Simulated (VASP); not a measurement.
# Si2Mo (P6_222) in VASP: notebook

Si2Mo is run at these levels: PBEsol+U; tasks: single point.

Program: VASP 6.6.1. These are calculated values, not measurements. Logs are shortened: lines on timing, memory, paths and dates and some standing lists are left out, and cuts for length are marked.

### Step 1. The cell of the first run

The structure is hexagonal, space group P6_222 (No. 180). The conventional cell has a = 4.567 Å, b = 4.567 Å, c = 6.552 Å, α = 90.00°, β = 90.00°, γ = 120.00°. Within 3.4 Å of Mo (site symmetry 222) lie 10 Si at 2.56 to 2.66 Å and 4 Mo at 3.16 Å. Within 3.4 Å of Si (site symmetry 2) lie 9 Si at 2.54 to 3.19 Å and 5 Mo at 2.56 to 2.66 Å.

### Step 2. Single point, PBEsol+U

INCAR

```
  PREC = Accurate
  ENCUT = 520
  EDIFF = 1E-6
  ISMEAR = -1
  SIGMA = 0.05
  LREAL = False
  LASPH = True
  NELM = 150
  ALGO = Normal
  ISIF = 2
  LWAVE = False
  LCHARG = False
  LMAXMIX = 4
  LDAU = True
  LDAUTYPE = 2
  LDAUL = 2 -1
  LDAUU = 8 0
  LDAUJ = 0 0
  LDAUPRINT = 1
  GGA = PS
  NBANDS = 43
```

KPOINTS

```
regular mesh
0
Gamma
  5 5 3
```

POSCAR

```
Si2Mo
1.0
    4.5672713600      0.0000000000      0.0000000000
   -2.2836356800      3.9553730237      0.0000000000
    0.0000000000      0.0000000000      6.5517775274
Mo Si
3 6
Direct
    0.5000000000      0.5000000000      0.8333333333
    0.0000000000      0.5000000000      0.1666666667
    0.5000000000      0.0000000000      0.5000000000
    0.1636356396      0.3272712791      0.5000000000
    0.6727287209      0.8363643604      0.1666666667
    0.8363643604      0.1636356396      0.8333333333
    0.8363643604      0.6727287209      0.5000000000
    0.3272712791      0.1636356396      0.1666666667
    0.1636356396      0.8363643604      0.8333333333
```

Potentials or basis: VASP PAW PBE potentials, release 64 (Mo_sv, Si).

The run is started by

```bash
> cat potpaw_PBE.64/Mo_sv/POTCAR potpaw_PBE.64/Si/POTCAR > POTCAR
> mpirun -np 1 vasp_std > vasp.out
```

OUTCAR:

```text
PREC = Accurate
   ENCUT = 520
   EDIFF = 1E-6
   ISMEAR = -1
   LREAL = False
   LASPH = True
   NELM = 150
   ISIF = 2
   GGA = PS

 ion  position               nearest neighbor table
   1  0.500  0.500  0.833-   4 2.56   7 2.56   5 2.56   8 2.56   6 2.63   9 2.63   9 2.63   6 2.63
                             6 2.66   9 2.66   3 3.16   3 3.16   2 3.16   2 3.16
   2  0.000  0.500  0.167-   4 2.56   7 2.56   6 2.56   9 2.56   8 2.63   5 2.63   8 2.63   5 2.63
                             5 2.66   8 2.66   3 3.16   3 3.16   1 3.16   1 3.16
   3  0.500  0.000  0.500-   6 2.56   9 2.56   8 2.56   5 2.56   4 2.63   7 2.63   4 2.63   7 2.63
                             4 2.66   7 2.66   1 3.16   1 3.16   2 3.16   2 3.16
   4  0.164  0.327  0.500-   8 2.54   6 2.54   1 2.56   2 2.56   7 2.59   3 2.63   3 2.63   3 2.66
                             7 2.66   7 2.66   5 3.13   9 3.13
   5  0.673  0.836  0.167-   7 2.54   6 2.54   3 2.56   1 2.56   8 2.59   2 2.63   2 2.63   2 2.66
                             8 2.66   8 2.66   4 3.13   9 3.13
   6  0.836  0.164  0.833-   4 2.54   5 2.54   3 2.56   2 2.56   9 2.59   1 2.63   1 2.63   1 2.66
                             9 2.66   9 2.66   7 3.13   8 3.13
   7  0.836  0.673  0.500-   5 2.54   9 2.54   1 2.56   2 2.56   4 2.59   3 2.63   3 2.63   3 2.66
                             4 2.66   4 2.66   8 3.13   6 3.13
   8  0.327  0.164  0.167-   4 2.54   9 2.54   3 2.56   1 2.56   5 2.59   2 2.63   2 2.63   2 2.66
                             5 2.66   5 2.66   7 3.13   6 3.13
   9  0.164  0.836  0.833-   7 2.54   8 2.54   3 2.56   2 2.56   6 2.59   1 2.63   1 2.63   1 2.66
                             6 2.66   6 2.66   4 3.13   5 3.13

  LATTYP: Found a hexagonal cell.
 ALAT       =     4.5672713600
 C/A-ratio  =     1.4345058594

  Lattice vectors:

 A1 = (   4.5672713600,   0.0000000000,   0.0000000000)
 A2 = (  -2.2836356800,   3.9553730237,   0.0000000000)
 A3 = (   0.0000000000,   0.0000000000,   6.5517775274)

Analysis of symmetry for initial positions (statically):
=====================================================================
 Subroutine PRICEL returns:
 Original cell was already a primitive cell.

 Routine SETGRP: Setting up the symmetry group for a
 hexagonal supercell.

 Subroutine GETGRP returns: Found 12 space group operations
 (whereof  4 operations were pure point group operations)
[... 249 lines left out ...]
  o =  0.3500  v =  0.0000  0.0000  0.4629  0.0000 -0.8864  0.0000  0.0000  0.0000  0.0000  0.0000      0.0000  0.0000  0.0000  0.0000  0.0000  0.0000  0.0000  0.0000  0.0000  0.0000
  o =  0.3500  v =  0.0000  0.0000  0.0000  0.0000  0.0000  0.0000  0.0000  0.4629  0.0000 -0.8864      0.0000  0.0000  0.0000  0.0000  0.0000  0.0000  0.0000  0.0000  0.0000  0.0000
  o =  0.4397  v =  1.0000  0.0000  0.0000  0.0000  0.0000  0.0000  0.0000  0.0000  0.0000  0.0000      0.0000  0.0000  0.0000  0.0000  0.0000  0.0000  0.0000  0.0000  0.0000  0.0000
  o =  0.4397  v =  0.0000  0.0000  0.0000  0.0000  0.0000  1.0000  0.0000  0.0000  0.0000  0.0000      0.0000  0.0000  0.0000  0.0000  0.0000  0.0000  0.0000  0.0000  0.0000  0.0000
  o =  0.4682  v =  0.0000  0.0000  0.0000 -1.0000  0.0000  0.0000  0.0000  0.0000  0.0000  0.0000      0.0000  0.0000  0.0000  0.0000  0.0000  0.0000  0.0000  0.0000  0.0000  0.0000
  o =  0.4682  v =  0.0000  0.0000  0.0000  0.0000  0.0000  0.0000  0.0000  0.0000 -1.0000  0.0000      0.0000  0.0000  0.0000  0.0000  0.0000  0.0000  0.0000  0.0000  0.0000  0.0000
  o =  0.5642  v =  0.0000  0.0000  0.0000  0.0000  0.0000  0.0000  0.0000  0.8864  0.0000  0.4629      0.0000  0.0000  0.0000  0.0000  0.0000  0.0000  0.0000  0.0000  0.0000  0.0000
  o =  0.5642  v =  0.0000  0.0000  0.8864  0.0000  0.4629  0.0000  0.0000  0.0000  0.0000  0.0000      0.0000  0.0000  0.0000  0.0000  0.0000  0.0000  0.0000  0.0000  0.0000  0.0000

 number of electron      65.9999995 magnetization

 Free energy of the ion-electron system (eV)
  ---------------------------------------------------
  ext. energy  EPLUGINS =         0.00000000
  ---------------------------------------------------
  free energy    TOTEN  =       -46.28255924 eV

  energy without entropy =      -46.28255785  energy(sigma->0) =      -46.28255855

 E-fermi :  13.0692     XC(G=0): -12.6065

 val. band max:       12.4030636323   @ k =   0.4000   0.2000   0.3333
 cond. band min:      13.6682787270   @ k =   0.2000   0.2000   0.0000
 fundamental gap:      1.2652150947
 Fermi energy:        13.0691707533

 k-point     1 :       0.0000    0.0000    0.0000
  band No.  band energies     occupation
      1     -48.3542      2.00000
      2     -48.3221      2.00000
      3     -48.3221      2.00000
      4     -22.6338      2.00000
      5     -22.6283      2.00000
      6     -22.6283      2.00000
[... 449 lines left out ...]
     42      16.2443      0.00000
     43      16.6696      0.00000

------------------------ aborting loop because EDIFF is reached ----------------------------------------

  FORCE on cell =-STRESS in cart. coord.  units (eV):
  Direction    XX          YY          ZZ          XY          YZ          ZX
  --------------------------------------------------------------------------------------
  -------------------------------------------------------------------------------------
  Total        5.6872710      5.6872710      4.5807661      0.0000000      0.0000000      0.0000000
  in kB       76.9858840     76.9858840     62.0076536      0.0000000      0.0000000      0.0000000
  external PRESSURE =      71.9931405 kB  Pullay stress =       0.0000000 kB

 VOLUME and BASIS-vectors are now :
 -----------------------------------------------------------------------------
  energy-cutoff  :      520.00
  volume of cell :      118.36
      direct lattice vectors                 reciprocal lattice vectors
     4.567271360  0.000000000  0.000000000     0.218949110  0.126410328  0.000000000
    -2.283635680  3.955373024  0.000000000     0.000000000  0.252820655  0.000000000
     0.000000000  0.000000000  6.551777527     0.000000000  0.000000000  0.152630335

 POSITION                                       TOTAL-FORCE (eV/Angst)
 -----------------------------------------------------------------------------------
      1.14182      1.97769      5.45981        -0.000000      0.000000     -0.000000
     -1.14182      1.97769      1.09196        -0.000000     -0.000000     -0.000000
      2.28364      0.00000      3.27589        -0.000000     -0.000000      0.000000
      0.00000      1.29448      3.27589         0.000000     -0.092692      0.000000
      1.16258      3.30813      1.09196         0.080274      0.046346      0.000000
      3.44622      0.64724      5.45981         0.080274     -0.046346      0.000000
      2.28364      2.66089      3.27589        -0.000000      0.092692      0.000000
      1.12105      0.64724      1.09196        -0.080274     -0.046346      0.000000
     -1.16258      3.30813      5.45981        -0.080274      0.046346      0.000000
 -----------------------------------------------------------------------------------
    total drift:                               -0.000000     -0.000000      0.000001

  FREE ENERGIE OF THE ION-ELECTRON SYSTEM (eV)
  ---------------------------------------------------
  free  energy   TOTEN  =       -46.2825592447 eV

  energy  without entropy=      -46.2825578531  energy(sigma->0) =      -46.28255855
```

OSZICAR:

```text
N       E                     dE             d eps       ncg     rms          rms(c)
DAV:   1     0.574164146003E+03    0.57416E+03   -0.36555E+04   892   0.148E+03
DAV:   2    -0.241893819380E+02   -0.59835E+03   -0.57781E+03   970   0.401E+02
DAV:   3    -0.492952145896E+02   -0.25106E+02   -0.24590E+02  1112   0.719E+01
DAV:   4    -0.497954106961E+02   -0.50020E+00   -0.49735E+00  1064   0.924E+00
DAV:   5    -0.498026996210E+02   -0.72889E-02   -0.72769E-02  1096   0.115E+00    0.388E+01
DAV:   6    -0.462078433908E+02    0.35949E+01   -0.27894E+01  1028   0.242E+01    0.751E+00
DAV:   7    -0.460576673136E+02    0.15018E+00   -0.29052E+00  1013   0.865E+00    0.704E+00
DAV:   8    -0.461853747371E+02   -0.12771E+00   -0.57273E-01  1069   0.292E+00    0.137E+00
DAV:   9    -0.462199236579E+02   -0.34549E-01   -0.45035E-02  1112   0.777E-01    0.922E-01
DAV:  10    -0.462661534762E+02   -0.46230E-01   -0.68104E-02  1093   0.104E+00    0.458E-01
DAV:  11    -0.462804248157E+02   -0.14271E-01   -0.35752E-02  1104   0.708E-01    0.226E-01
DAV:  12    -0.462824709793E+02   -0.20462E-02   -0.76493E-03  1096   0.330E-01    0.917E-02
DAV:  13    -0.462824704649E+02    0.51448E-06   -0.27615E-04  1008   0.789E-02    0.736E-02
DAV:  14    -0.462825242211E+02   -0.53756E-04   -0.55709E-05  1096   0.355E-02    0.247E-02
DAV:  15    -0.462825549479E+02   -0.30727E-04   -0.11175E-04  1080   0.436E-02    0.923E-03
DAV:  16    -0.462825583223E+02   -0.33744E-05   -0.17244E-05   976   0.157E-02    0.127E-02
DAV:  17    -0.462825592447E+02   -0.92240E-06   -0.16224E-06   736   0.595E-03
   1 F= -.46282559E+02 E0= -.46282559E+02  d E =-.139160E-05
```

Run time: 2 min. Hardware: 1 thread of Intel Xeon 8259CL, shared host; peak memory 0.25 GiB.

Results:

| Item | Value |
| --- | --- |
| Free energy | -46.2826 eV |
| Pressure | 7.2 GPa |
| Largest force | 0.093 eV/Å |
| Band gap on the k mesh | 1.27 eV (least direct gap 1.71 eV) |

Forces on the atoms (eV/Å):
```
Mo   0.000  0.000  0.000
Mo   0.000  0.000  0.000
Mo   0.000  0.000  0.000
Si   0.000 -0.093  0.000
Si   0.080  0.046  0.000
Si   0.080 -0.046  0.000
Si   0.000  0.093  0.000
Si  -0.080 -0.046  0.000
Si  -0.080  0.046  0.000
```

Stress tensor (GPa, compression positive):
```
7.70 0.00 0.00
0.00 7.70 0.00
0.00 0.00 6.20
```

Eigenvalues of the final occupation matrices:
| site | spin | trace | eigenvalues |
| --- | --- | --- | --- |
| site 1 d | 1 | 2.10 | 0.27 0.35 0.44 0.47 0.56 |
| site 1 d | 2 | 2.10 | 0.27 0.35 0.44 0.47 0.56 |
| site 2 d | 1 | 2.10 | 0.27 0.35 0.44 0.47 0.56 |
| site 2 d | 2 | 2.10 | 0.27 0.35 0.44 0.47 0.56 |
| site 3 d | 1 | 2.10 | 0.27 0.35 0.44 0.47 0.56 |
| site 3 d | 2 | 2.10 | 0.27 0.35 0.44 0.47 0.56 |

Caveat: the cell stands under pressure; the PAW data sets were made with another functional, which shifts forces and pressure a little; an odd mesh through Γ misses points on the zone boundary, where band edges can lie; the U is typed as a test and isn't derived for this compound.

### Step 3. Single point, PBEsol+U

INCAR

```
SYSTEM = Si2Mo
PREC = Accurate ; ENCUT = 500
EDIFF = 1E-6 ; ISMEAR = -1
SIGMA = 0.05 ; LREAL = .FALSE.
LASPH = .TRUE. ; NELM = 200
ALGO = Normal ; ISIF = 2
LWAVE = .FALSE. ; LCHARG = .FALSE.
LMAXMIX = 4 ; LDAU = .TRUE.
LDAUTYPE = 2 ; LDAUL = 2 -1
LDAUU = 8 0 ; LDAUJ = 0 0
LDAUPRINT = 1 ; GGA = PS
NBANDS = 43 ; GGA_COMPAT = .FALSE.
```

KPOINTS

```
Automatic mesh
0
G
  7 7 4
  0 0 0
```

POSCAR

```
Si2Mo
1.0
    4.5667224126      0.0000000000      0.0000000000
   -2.2833612063      3.9548976214      0.0000000000
    0.0000000000      0.0000000000      6.5540150543
Mo Si
3 6
Direct
    0.5000000000      0.5000000000      0.8333333333
    0.0000000000      0.5000000000      0.1666666667
    0.5000000000      0.0000000000      0.5000000000
    0.1636226360      0.3272452719      0.5000000000
    0.6727547281      0.8363773640      0.1666666667
    0.8363773640      0.1636226360      0.8333333333
    0.8363773640      0.6727547281      0.5000000000
    0.3272452719      0.1636226360      0.1666666667
    0.1636226360      0.8363773640      0.8333333333
```

Potentials or basis: VASP PAW PBE potentials, release 64 (Mo_sv, Si).

The run is started by

```bash
> cat potpaw_PBE.64/Mo_sv/POTCAR potpaw_PBE.64/Si/POTCAR > POTCAR
> mpirun -np 1 vasp_std > vasp.out
```

It took 4.2 min on 1 thread of Intel Xeon 8259CL, shared host; peak memory 0.28 GiB.

It converged, with:

```
Free energy            : -46.2770 eV
Pressure               : 7.2 GPa
Largest force          : 0.095 eV/Å
Band gap on the k mesh : 1.07 eV (least direct gap 1.56 eV)
```

Forces in eV/Å, atoms in the order of the input:
```
Mo   0.000  0.000  0.000
Mo   0.000  0.000  0.000
Mo   0.000  0.000  0.000
Si   0.000 -0.095  0.000
Si   0.082  0.047  0.000
Si   0.082 -0.047  0.000
Si   0.000  0.095  0.000
Si  -0.082 -0.047  0.000
Si  -0.082  0.047  0.000
```

Stress tensor (GPa, compression positive):
```
7.70 0.00 0.00
0.00 7.70 0.00
0.00 0.00 6.25
```

Levels at points of the mesh, in eV from the valence-band top:
| k point | band 29 | band 30 | band 31 | band 32 | band 33 | band 34 | band 35 | band 36 | band 37 | band 38 |
| --- | --- | --- | --- | --- | --- | --- | --- | --- | --- | --- |
| (0.00, 0.00, 0.00) | -2.18 | -2.17 | -2.17 | -1.79 | -0.98 | 2.76 | 2.76 | 2.95 | 3.15 | 3.29 |
| (0.00, 0.00, 0.50) | -1.81 | -1.81 | -1.75 | -0.68 | -0.68 | 2.26 | 2.98 | 2.98 | 3.02 | 3.02 |

Eigenvalues of the final occupation matrices:
| site | spin | trace | eigenvalues |
| --- | --- | --- | --- |
| site 1 d | 1 | 2.10 | 0.27 0.35 0.44 0.47 0.56 |
| site 1 d | 2 | 2.10 | 0.27 0.35 0.44 0.47 0.56 |
| site 2 d | 1 | 2.10 | 0.27 0.35 0.44 0.47 0.56 |
| site 2 d | 2 | 2.10 | 0.27 0.35 0.44 0.47 0.56 |
| site 3 d | 1 | 2.10 | 0.27 0.35 0.44 0.47 0.56 |
| site 3 d | 2 | 2.10 | 0.27 0.35 0.44 0.47 0.56 |

Caveat: the cell stands under pressure; the PAW data sets were made with another functional, which shifts forces and pressure a little; an odd mesh through Γ misses points on the zone boundary, where band edges can lie; the U is typed as a test and isn't derived for this compound.

### Step 4. Single point, PBEsol+U

This run uses another cell than the first one, of 13.19 Å³/atom.

INCAR

```
ALGO = Normal
EDIFF = 1E-6
ENCUT = 500
GGA = PS
GGA_COMPAT = False
ISIF = 2
ISMEAR = -1
LASPH = True
LCHARG = False
LDAU = True
LDAUJ = 0 0
LDAUL = 2 -1
LDAUPRINT = 1
LDAUTYPE = 2
LDAUU = 2 0
LMAXMIX = 4
LREAL = False
LWAVE = False
NBANDS = 43
NELM = 200
PREC = Accurate
SIGMA = 0.05
```

KPOINTS

```
k-points
0
Gamma
  7 7 4
```

POSCAR

```
Si2Mo
1.0
    4.5711182729      0.0000000000      0.0000000000
   -2.2855591365      3.9587045480      0.0000000000
    0.0000000000      0.0000000000      6.5592210044
Mo Si
3 6
Direct
    0.5000000000      0.5000000000      0.8333333333
    0.0000000000      0.5000000000      0.1666666667
    0.5000000000      0.0000000000      0.5000000000
    0.1641032006      0.3282064011      0.5000000000
    0.6717935989      0.8358967994      0.1666666667
    0.8358967994      0.1641032006      0.8333333333
    0.8358967994      0.6717935989      0.5000000000
    0.3282064011      0.1641032006      0.1666666667
    0.1641032006      0.8358967994      0.8333333333
```

The run is started by

```bash
> cat potpaw_PBE.64/Mo_sv/POTCAR potpaw_PBE.64/Si/POTCAR > POTCAR
> mpirun -np 1 vasp_std > vasp.out
```

Run time: 3.4 min. Hardware: 1 thread of Intel Xeon 8259CL, shared host; peak memory 0.28 GiB.

The run converged. Its results:

```yaml
Free_energy: -67.7220 eV
Pressure: 2.1 GPa
Largest_force: 0.027 eV/Å
Band_gap_on_the_k_mesh: 0.40 eV (least direct gap 0.78 eV)
```

Forces in eV/Å, atoms in the order of the input:
```
Mo   0.000  0.000  0.000
Mo   0.000  0.000  0.000
Mo   0.000  0.000  0.000
Si   0.000 -0.027  0.000
Si   0.024  0.014  0.000
Si   0.024 -0.014  0.000
Si   0.000  0.027  0.000
Si  -0.024 -0.014  0.000
Si  -0.024  0.014  0.000
```

Levels at points of the mesh, in eV from the valence-band top:
```csv
k point,band 31,band 32,band 33,band 34,band 35,band 36
"(0.00, 0.00, 0.00)",-2.58,-2.01,-0.78,2.32,2.53,2.53
"(0.00, 0.00, 0.50)",-1.97,-0.64,-0.64,2.04,2.50,2.53
```

Eigenvalues of the final occupation matrices:
| site | spin | trace | eigenvalues |
| --- | --- | --- | --- |
| site 1 d | 1 | 2.14 | 0.34 0.39 0.44 0.45 0.51 |
| site 1 d | 2 | 2.14 | 0.34 0.39 0.44 0.45 0.51 |
| site 2 d | 1 | 2.14 | 0.34 0.39 0.44 0.45 0.51 |
| site 2 d | 2 | 2.14 | 0.34 0.39 0.44 0.45 0.51 |
| site 3 d | 1 | 2.14 | 0.34 0.39 0.44 0.45 0.51 |
| site 3 d | 2 | 2.14 | 0.34 0.39 0.44 0.45 0.51 |

Caveat: the PAW data sets were made with another functional, which shifts forces and pressure a little; an odd mesh through Γ misses points on the zone boundary, where band edges can lie; the U is typed as a test and isn't derived for this compound.

### Step 5. Single point, PBEsol+U

INCAR

```
PREC = Accurate
ENCUT = 500
EDIFF = 1E-6
ISMEAR = -1
SIGMA = 0.05
LREAL = F
LASPH = T
NELM = 200
ALGO = Normal
ISIF = 2
LWAVE = F
LCHARG = F
LMAXMIX = 4
LDAU = T
LDAUTYPE = 2
LDAUL = 2 -1
LDAUU = 3 0
LDAUJ = 0 0
LDAUPRINT = 1
GGA = PS
NBANDS = 43
GGA_COMPAT = F
```

KPOINTS

```
regular mesh
0
Gamma
  7 7 4
```

POSCAR

```
Si2Mo
1.0
    4.5695147057      0.0000000000      0.0000000000
   -2.2847573529      3.9573158181      0.0000000000
    0.0000000000      0.0000000000      6.5559223434
Mo Si
3 6
Direct
    0.5000000000      0.5000000000      0.8333333333
    0.0000000000      0.5000000000      0.1666666667
    0.5000000000      0.0000000000      0.5000000000
    0.1640566014      0.3281132028      0.5000000000
    0.6718867972      0.8359433986      0.1666666667
    0.8359433986      0.1640566014      0.8333333333
    0.8359433986      0.6718867972      0.5000000000
    0.3281132028      0.1640566014      0.1666666667
    0.1640566014      0.8359433986      0.8333333333
```

The run is started by

```bash
> cat potpaw_PBE.64/Mo_sv/POTCAR potpaw_PBE.64/Si/POTCAR > POTCAR
> mpirun -np 1 vasp_std > vasp.out
```

Wall time 3.3 min (1 thread of Intel Xeon 8259CL, shared host); peak memory 0.28 GiB.

It converged, with:

```yaml
Free_energy: -64.1036 eV
Pressure: 3.0 GPa
Largest_force: 0.040 eV/Å
Band_gap_on_the_k_mesh: 0.48 eV (least direct gap 0.87 eV)
```

Forces on the atoms (eV/Å):
```
Mo   0.000  0.000  0.000
Mo   0.000  0.000  0.000
Mo   0.000  0.000  0.000
Si   0.000 -0.040  0.000
Si   0.035  0.020  0.000
Si   0.035 -0.020  0.000
Si   0.000  0.040  0.000
Si  -0.035 -0.020  0.000
Si  -0.035  0.020  0.000
```

Levels at points of the mesh, in eV from the valence-band top:
```
           k point  band 31  band 32  band 33  band 34  band 35  band 36
(0.00, 0.00, 0.00)    -2.54    -1.99    -0.80     2.44     2.56     2.56
(0.00, 0.00, 0.50)    -1.95    -0.64    -0.64     2.07     2.56     2.59
```

Eigenvalues of the final occupation matrices:
| site | spin | trace | eigenvalues |
| --- | --- | --- | --- |
| site 1 d | 1 | 2.13 | 0.33 0.39 0.44 0.45 0.52 |
| site 1 d | 2 | 2.13 | 0.33 0.39 0.44 0.45 0.52 |
| site 2 d | 1 | 2.13 | 0.33 0.39 0.44 0.45 0.52 |
| site 2 d | 2 | 2.13 | 0.33 0.39 0.44 0.45 0.52 |
| site 3 d | 1 | 2.13 | 0.33 0.39 0.44 0.45 0.52 |
| site 3 d | 2 | 2.13 | 0.33 0.39 0.44 0.45 0.52 |

Caveat: the PAW data sets were made with another functional, which shifts forces and pressure a little; an odd mesh through Γ misses points on the zone boundary, where band edges can lie; the U is typed as a test and isn't derived for this compound.

(Continued in part 2 of 2.)
